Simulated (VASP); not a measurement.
# Na16HF in VASP: notebook

Runs on Na16HF. Level: PBE+D3(BJ). Tasks: single point.

All numbers are computed with VASP 6.6.1; they aren't measurements. Logs are shortened: lines on timing, memory, paths and dates and some standing lists are left out, and cuts for length are marked.

### 1 The cell of the first run

The cell holds a slab with vacuum, 18 atoms: a = 8.156 Å, b = 8.156 Å, c = 25.047 Å, α = 90.00°, β = 90.00°, γ = 90.00°.

### 2 Single point, PBE+D3(BJ)

INCAR

```
ALGO = Normal ; DIPOL = 0.5 0.5 0.462
EDIFF = 1E-7 ; ENCUT = 520
GGA = PE ; IDIPOL = 3
ISIF = 2 ; ISMEAR = 0
IVDW = 12 ; LASPH = T
LCHARG = T ; LDIPOL = T
LELF = T ; LREAL = Auto
LVACPOTAV = T ; LVHAR = T
LWAVE = F ; NBANDS = 75
NELM = 100 ; PREC = Accurate
SIGMA = 0.1
```

KPOINTS

```
k-points
0
Gamma
  3 3 1
```

POSCAR

```
Na16HF
1.0
    8.1558973540      0.0000000000      0.0000000000
    0.0000000000      8.1558973540      0.0000000000
    0.0000000000      0.0000000000     25.0470230155
Na F H
16 1 1
Direct
    0.2500000000      0.7500000000      0.3193992354
    0.2500000000      0.2500000000      0.3193992354
    0.7500000000      0.7500000000      0.3193992354
    0.7500000000      0.2500000000      0.3193992354
    0.5000000000      0.5000000000      0.4008050909
    0.5000000000      0.0000000000      0.4008050909
    0.0000000000      0.5000000000      0.4008050909
    0.0000000000      0.0000000000      0.4008050909
    0.7544545480      0.2500000000      0.4866881352
    0.7562466814      0.7500000000      0.4856231241
    0.2455454520      0.2500000000      0.4866881352
    0.2437533186      0.7500000000      0.4856231241
    0.0000000000     -0.0389043558      0.5868435386
    0.0000000000      0.5389043558      0.5868435386
    0.5000000000     -0.0133810956      0.5729720639
    0.5000000000      0.5133810956      0.5729720639
    0.0000000000      0.2500000000      0.6061244486
    0.0000000000      0.2500000000      0.5657916395
```

Potentials or basis: VASP PAW PBE potentials, release 64 (Na_pv, F, H).

On the command line:

```sh
$ cat potpaw_PBE.64/Na_pv/POTCAR potpaw_PBE.64/F/POTCAR potpaw_PBE.64/H/POTCAR > POTCAR
$ mpirun -np 1 vasp_std > vasp.out
```

OUTCAR:

```text
EDIFF = 1E-7
   ENCUT = 520
   GGA = PE
   ISIF = 2
   ISMEAR = 0
   IVDW = 12
   LASPH = T
   LREAL = Auto
   NELM = 100
   PREC = Accurate
 IVDW          = 12

 ion  position               nearest neighbor table
   1  0.250  0.750  0.319-
   2  0.250  0.250  0.319-
   3  0.750  0.750  0.319-
   4  0.750  0.250  0.319-
   5  0.500  0.500  0.401-
   6  0.500  0.000  0.401-
[... 8 lines left out ...]
  15  0.500  0.987  0.573-
  16  0.500  0.513  0.573-
  17  0.000  0.250  0.606-  18 1.01
  18  0.000  0.250  0.566-  17 1.01

  LATTYP: Found a simple tetragonal cell.
 ALAT       =     8.1558973540
 C/A-ratio  =     3.0710321536

  Lattice vectors:

 A1 = (   8.1558973540,   0.0000000000,   0.0000000000)
 A2 = (   0.0000000000,   8.1558973540,   0.0000000000)
 A3 = (   0.0000000000,   0.0000000000,  25.0470230155)

Analysis of symmetry for initial positions (statically):
=====================================================================
 Subroutine PRICEL returns:
 Original cell was already a primitive cell.

 Routine SETGRP: Setting up the symmetry group for a
 simple tetragonal supercell.

 Subroutine GETGRP returns: Found  4 space group operations
 (whereof  2 operations were pure point group operations)
 out of a pool of 16 trial point group operations.

The static configuration has the point symmetry C_1h.
 The point group associated with its full space group is C_2v.

Analysis of symmetry for dynamics (positions and initial velocities):
=====================================================================
 Subroutine PRICEL returns:
 Original cell was already a primitive cell.

 Routine SETGRP: Setting up the symmetry group for a
 simple tetragonal supercell.

 Subroutine GETGRP returns: Found  4 space group operations
 (whereof  2 operations were pure point group operations)
 out of a pool of 16 trial point group operations.

The dynamic configuration has the point symmetry C_1h.
 The point group associated with its full space group is C_2v.

 Subroutine INISYM returns: Found  4 space group operations
 (whereof  2 operations are pure point group operations),
 and found     1 'primitive' translations

----------------------------------------------------------------------------------------

                                     Primitive cell

  volume of cell :    1666.0944

  direct lattice vectors                    reciprocal lattice vectors
     8.155897354  0.000000000  0.000000000     0.122610665  0.000000000  0.000000000
     0.000000000  8.155897354  0.000000000     0.000000000  0.122610665  0.000000000
     0.000000000  0.000000000 25.047023015     0.000000000  0.000000000  0.039924904

  length of vectors
     8.155897354  8.155897354 25.047023015     0.122610665  0.122610665  0.039924904

  position of ions in fractional coordinates (direct lattice)
     0.250000000  0.750000000  0.319399235
     0.250000000  0.250000000  0.319399235
     0.750000000  0.750000000  0.319399235
     0.750000000  0.250000000  0.319399235
     0.500000000  0.500000000  0.400805091
     0.500000000  0.000000000  0.400805091
[... 10 lines left out ...]
     0.000000000  0.250000000  0.606124449
     0.000000000  0.250000000  0.565791639

  ion indices of the primitive-cell ions
   primitive index   ion index
                 1           1
                 2           2
                 3           3
                 4           4
                 5           5
                 6           6
[... 10 lines left out ...]
                17          17
                18          18

----------------------------------------------------------------------------------------

 KPOINTS: k-points

Automatic generation of k-mesh.
 Grid dimensions read from file:
 generate k-points for:    3    3    1

 Generating k-lattice:

  Cartesian coordinates                     Fractional coordinates (reciprocal lattice)
     0.040870222  0.000000000  0.000000000     0.333333333  0.000000000  0.000000000
     0.000000000  0.040870222  0.000000000     0.000000000  0.333333333  0.000000000
     0.000000000  0.000000000  0.039924904     0.000000000  0.000000000  1.000000000

  Length of vectors
     0.040870222  0.040870222  0.039924904

  Shift w.r.t. Gamma in fractional coordinates (k-lattice)
     0.000000000  0.000000000  0.000000000

 Subroutine IBZKPT returns following result:
 ===========================================

 Found      4 irreducible k-points:

 Following reciprocal coordinates:
            Coordinates               Weight
  0.000000  0.000000  0.000000      1.000000
  0.333333  0.000000  0.000000      2.000000
  0.000000  0.333333  0.000000      2.000000
  0.333333  0.333333  0.000000      4.000000
   k-points           NKPTS =      4   k-points in BZ     NKDIM =      4   number of bands    NBANDS=     75
   number of dos      NEDOS =    301   number of ions     NIONS =     18
   total plane-waves  NPLWV = 786432
   dimension x,y,z NGX =    64 NGY =   64 NGZ =  192
   dimension x,y,z NGXF=   128 NGYF=  128 NGZF=  384
   ions per type =              16   1   1
   NGX,Y,Z   is equivalent  to a cutoff of  13.05, 13.05, 12.74 a.u.
   NGXF,Y,Z  is equivalent  to a cutoff of  26.09, 26.09, 25.49 a.u.
 SYSTEM =  unknown system
   PREC   = accura    normal or accurate (medium, high low for compatibility)
   ISTART =      0    job   : 0-new  1-cont  2-samecut
   ICHARG =      2    charge: 1-file 2-atom 10-const
   ISPIN  =      1    spin polarized calculation?
   LNONCOLLINEAR =      F non collinear calculations
   LSORBIT =      F    spin-orbit coupling
   LASPH  =      T    aspherical Exc in radial PAW
   ENCUT  =  520.0 eV  38.22 Ry    6.18 a.u.  15.16 15.16 46.57*2*pi/ulx,y,z
   NELM   =    100;   NELMIN=  2; NELMDL= -5     # of ELM steps
   EDIFF  = 0.1E-06   stopping-criterion for ELM
   LREAL  =      T    real-space projection
   EDIFFG = 0.1E-05   stopping-criterion for IOM
   NSW    =      0    number of steps for IOM
   IBRION =     -1    ionic relax: 0-MD 1-quasi-New 2-CG
   NFREE  =      0    steps in history (QN), initial steepest desc. (CG)
   ISIF   =      2    stress and relaxation
   ISYM   =      2    0-nonsym 1-usesym 2-fastsym
   POTIM  = 0.5000    time-step for ionic-motion
   TEBEG  =    0.0;   TEEND  =   0.0 temperature during run
   PSTRESS=    0.0 pullay stress
   NELECT =     120.0000    total number of electrons
   NUPDOWN=      -1.0000    fix difference up-down
   EMIN   =  10.00;   EMAX   =-10.00  energy-range for DOS
   EFERMI =   0.00;   METHOD = LEGACY
   ISMEAR =     0;   SIGMA  =   0.10  broadening in eV -4-tet -1-fermi 0-gaus
   EFERMI_NEDOS =   21; number of points for ismear=-14 and -15
   IALGO  =     38    algorithm
   IMIX   =      4    mixing-type and parameters
     AMIX     =   0.40;   BMIX     =  1.00
     AMIX_MAG =   1.60;   BMIX_MAG =  1.00
  volume/ion in A,a.u.               =      92.56       624.63
  Fermi-wavevector in a.u.,A,eV,Ry     =   0.681138  1.287165  6.312417  0.463950
  Thomas-Fermi vector in A             =   1.759834
   LORBIT       =      0    0 simple, 1 ext, 2 COOP (PROOUT), +10 PAW based schemes
   GGA     = PE    functional components
   LHFCALC =     F    Hartree Fock is set to
   AEXX    =    0.0000 exact exchange contribution
   IVDW    =    12    specifies the selected vdW correction
   LEPSILON=     F    determine dielectric tensor
   LRPA    =     F    only Hartree local field effects (RPA)
 non-spin polarized calculation
 Gauss-broadening in eV      SIGMA  =   0.10
  energy-cutoff  :      520.00
  volume of cell :     1666.09
 maximum number of plane-waves:     44906
 NGX is ok and might be reduce to    64
   NGX = 31   NGY = 31   NGZ = 93

 dipolmoment           0.000000      0.000000      0.118170 electrons x Angstroem

 number of electron     120.0000000 magnetization

 dipolmoment           0.000000      0.000000     -0.018493 electrons x Angstroem

 Free energy of the ion-electron system (eV)
  ---------------------------------------------------
  ext. energy  EPLUGINS =         0.00000000
  ---------------------------------------------------
  free energy    TOTEN  =       -27.35043302 eV

  energy without entropy =      -27.32043512  energy(sigma->0) =      -27.33543407

 E-fermi :  -1.4851     XC(G=0):  -2.9912

 val. band max:       -1.6255893191   @ k =   0.3333   0.3333   0.0000
 cond. band min:      -1.4435688248   @ k =   0.0000   0.0000   0.0000
 fundamental gap:      0.1820204943
 Fermi energy:        -1.4850790608

 k-point     1 :       0.0000    0.0000    0.0000
  band No.  band energies     occupation
      1     -28.7531      2.00000
      2     -26.8803      2.00000
      3     -26.8774      2.00000
      4     -26.8705      2.00000
      5     -26.8681      2.00000
      6     -26.8501      2.00000
[... 64 lines left out ...]
     71       0.1693      0.00000
     72       0.2174      0.00000

 k-point     2 :       0.3333    0.0000    0.0000
  band No.  band energies     occupation
      1     -28.7531      2.00000
      2     -26.8803      2.00000
      3     -26.8774      2.00000
      4     -26.8702      2.00000
      5     -26.8679      2.00000
      6     -26.8501      2.00000
[... 64 lines left out ...]
     71       0.3127      0.00000
     72       0.3668      0.00000

 k-point     3 :       0.0000    0.3333    0.0000
  band No.  band energies     occupation
      1     -28.7529      2.00000
      2     -26.8832      2.00000
      3     -26.8769      2.00000
      4     -26.8704      2.00000
      5     -26.8682      2.00000
      6     -26.8636      2.00000
[... 64 lines left out ...]
     71       0.2905      0.00000
     72       0.3663      0.00000

 k-point     4 :       0.3333    0.3333    0.0000
  band No.  band energies     occupation
      1     -28.7529      2.00000
      2     -26.8832      2.00000
      3     -26.8769      2.00000
      4     -26.8701      2.00000
      5     -26.8680      2.00000
      6     -26.8636      2.00000
[... 64 lines left out ...]
     71       0.5528      0.00000
     72       0.5763      0.00000
 [bands above 72 left out]

------------------------ aborting loop because EDIFF is reached ----------------------------------------

 Edisp (eV)   -1.88516

 E8    (eV) :    -0.9421

  FORCE on cell =-STRESS in cart. coord.  units (eV):
  Direction    XX          YY          ZZ          XY          YZ          ZX
  --------------------------------------------------------------------------------------
  -------------------------------------------------------------------------------------
  Total      -3.67800    -2.50134     0.69907     0.00000     0.00000     0.00000
  in kB      -3.53690    -2.40538     0.67226     0.00000     0.00000     0.00000
  external pressure =       -1.76 kB  Pullay stress =        0.00 kB

 VOLUME and BASIS-vectors are now :
 -----------------------------------------------------------------------------
  energy-cutoff  :      520.00
  volume of cell :     1666.09
      direct lattice vectors                 reciprocal lattice vectors
     8.155897354  0.000000000  0.000000000     0.122610665  0.000000000  0.000000000
     0.000000000  8.155897354  0.000000000     0.000000000  0.122610665  0.000000000
     0.000000000  0.000000000 25.047023015     0.000000000  0.000000000  0.039924904

 POSITION                                       TOTAL-FORCE (eV/Angst)
 -----------------------------------------------------------------------------------
      2.03897      6.11692      8.00000         0.005991     -0.000000     -0.075542
      2.03897      2.03897      8.00000         0.004336     -0.000000     -0.075536
      6.11692      6.11692      8.00000        -0.005991     -0.000000     -0.075542
      6.11692      2.03897      8.00000        -0.004336     -0.000000     -0.075536
      4.07795      4.07795     10.03897         0.000000      0.011098      0.087478
      4.07795      0.00000     10.03897         0.000000     -0.011098      0.087478
[... 10 lines left out ...]
      0.00000      2.03897     15.18161         0.000000     -0.000000      0.194080
      0.00000      2.03897     14.17140         0.000000     -0.000000     -0.199577
 -----------------------------------------------------------------------------------
    total drift:                                0.000000      0.000000      0.004882

  FREE ENERGIE OF THE ION-ELECTRON SYSTEM (eV)
  ---------------------------------------------------
  free  energy   TOTEN  =       -29.2355936065 eV

  energy  without entropy=      -29.2055957098  energy(sigma->0) =      -29.22059466

 vacuum level on the upper side and lower side of the slab         1.193         1.243
```

Run time: 15 min. Hardware: 1 thread of Intel Xeon 6975P-C (Granite Rapids), shared host; peak memory 1.5 GiB.

Results:

```
Free energy                : -29.2356 eV
Largest force              : 0.200 eV/Å
Band gap on the k mesh     : zero (bands 60 and 61 overlap by 0.24 eV)
Dispersion energy per atom : -0.105 eV
```

Forces in eV/Å, atoms in the order of the input:
```
Na   0.006  0.000 -0.076
Na   0.004  0.000 -0.076
Na  -0.006  0.000 -0.076
Na  -0.004  0.000 -0.076
Na   0.000  0.011  0.087
Na   0.000 -0.011  0.087
Na   0.000 -0.005  0.070
Na   0.000  0.005  0.070
Na   0.000  0.000 -0.001
Na  -0.004  0.000 -0.003
Na   0.000  0.000 -0.001
Na   0.004  0.000 -0.003
Na   0.000 -0.011 -0.001
Na   0.000  0.011 -0.001
Na   0.000 -0.001  0.001
Na   0.000  0.001  0.001
F    0.000  0.000  0.194
H    0.000  0.000 -0.200
```

Levels at points of the mesh, in eV from the Fermi level:
```tsv
k point	band 56	band 57	band 58	band 59	band 60	band 61	band 62	band 63
(0.00, 0.00, 0.00)	-0.85	-0.83	-0.80	-0.71	0.04	0.07	0.16	0.17
```

### 3 Single point, PBE+D3(BJ)

INCAR is that of step 2.

KPOINTS is that of step 2.

POSCAR

```
Na16HF
1.0
    8.1558973628      0.0000000000      0.0000000000
    0.0000000000      8.1558973628      0.0000000000
    0.0000000000      0.0000000000     25.0470230221
Na F H
16 1 1
Direct
    0.2500000000      0.7500000000      0.3193992353
    0.2500000000      0.2500000000      0.3193992353
    0.7500000000      0.7500000000      0.3193992353
    0.7500000000      0.2500000000      0.3193992353
    0.5000000000      0.5000000000      0.4008050910
    0.5000000000      0.0000000000      0.4008050910
    0.0000000000      0.5000000000      0.4008050910
    0.0000000000      0.0000000000      0.4008050910
    0.7544545173      0.2500000000      0.4866881234
    0.7562466782      0.7500000000      0.4856231281
    0.2455454827      0.2500000000      0.4866881234
    0.2437533218      0.7500000000      0.4856231281
    0.0000000000     -0.0389043334      0.5868435364
    0.0000000000      0.5389043334      0.5868435364
    0.5000000000     -0.0133810900      0.5729720697
    0.5000000000      0.5133810900      0.5729720697
    0.0000000000      0.2500000000      0.6061244020
    0.0000000000      0.2500000000      0.5657915935
```

Potentials or basis: VASP PAW PBE potentials, release 64 (Na_pv, F, H).

On the command line:

```sh
$ cat potpaw_PBE.64/Na_pv/POTCAR potpaw_PBE.64/F/POTCAR potpaw_PBE.64/H/POTCAR > POTCAR
$ mpirun -np 1 vasp_std > vasp.out
```

It took 13 min on 1 thread of Intel Xeon 6975P-C (Granite Rapids), shared host; peak memory 1.5 GiB.

Results (log left out):

| Item | Value |
| --- | --- |
| Free energy | -29.2356 eV |
| Largest force | 0.200 eV/Å |
| Band gap on the k mesh | zero (bands 60 and 61 overlap by 0.24 eV) |
| Dispersion energy per atom | -0.105 eV |

Forces on the atoms (eV/Å):
```
Na   0.006  0.000 -0.076
Na   0.004  0.000 -0.076
Na  -0.006  0.000 -0.076
Na  -0.004  0.000 -0.076
Na   0.000  0.011  0.087
Na   0.000 -0.011  0.087
Na   0.000 -0.005  0.070
Na   0.000  0.005  0.070
Na   0.000  0.000 -0.001
Na  -0.004  0.000 -0.003
Na   0.000  0.000 -0.001
Na   0.004  0.000 -0.003
Na   0.000 -0.011 -0.001
Na   0.000  0.011 -0.001
Na   0.000 -0.001  0.001
Na   0.000  0.001  0.001
F    0.000  0.000  0.194
H    0.000  0.000 -0.200
```

Levels at points of the mesh, in eV from the Fermi level:
```csv
k point,band 55,band 56,band 57,band 58,band 59,band 60,band 61,band 62,band 63,band 64
"(0.00, 0.00, 0.00)",-0.90,-0.85,-0.83,-0.80,-0.71,0.04,0.07,0.16,0.17,0.66
```

The gap in the log of VASP goes by the Fermi energy; the results here count the filled bands.